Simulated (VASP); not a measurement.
C:

```
C
1.0
     2.12000    0.00000    0.00000
    -1.06000    1.83597    0.00000
     0.00000    0.00000    3.46196
C
2
Direct
  0.33333 0.66667 0.25000
  0.66667 0.33333 0.75000
```

```yaml
Program: VASP 6.6.1
Task: relaxation of cell and atoms
Functional: r2SCAN
Potentials_or_basis: VASP PAW PBE potentials, release 64 (C)
Cutoff: 600 eV
k_mesh: 12 × 12 × 7
Occupations: fermi-dirac, width 0.05 eV
Spin: no spin polarisation
```

At the start: pressure 6.7 GPa; volume 6.74 Å³/atom.

Question: Where does the relaxation end?

Answer: Over 12 steps the energy falls by 1300.5 meV/atom and the volume is 6.09 Å³/atom (-9.6 %); space group P6_3/mmc (No. 194, to 0.1 Å) before and after.

Step by step:
```
step  energy change (eV)  largest force (eV/Å)  pressure (GPa)  volume (Å³)
   1              0.0000                0.0000            6.65        13.47
   2             -0.0327                0.0000           -0.42        14.02
   3             -0.0375                0.0000           -2.36        14.25
   4             -0.0416                0.0000           -5.44        14.70
   5             -0.0623                0.0000           -1.77        14.40
   6             -0.6653                0.0000           -1.99        13.39
   7             -2.4659                0.0000           37.00        10.98
   8             -2.5117                0.0000           16.59        11.49
   9             -2.5268                0.0000           26.24        11.23
  10             -2.5322                0.0000           22.86        11.32
  11             -2.5993                0.0000            3.32        12.03
  12             -2.6010                0.0000           -0.10        12.18
```

Final structure:
```yaml
crystal:
  lattice:
    - [2.47522, 0.00000, 0.00000]
    - [-1.23761, 2.14360, 0.00000]
    - [0.00000, 0.00000, 2.29534]
  atoms:
    - { symbol: C, position: [0.33333, 0.66667, 0.25000] }
    - { symbol: C, position: [0.66667, 0.33333, 0.75000] }
```

Caveat: a cell axis changed by over 15 % at a fixed basis, so the end point is rough; the PAW data sets were made with another functional, which shifts forces and pressure a little.
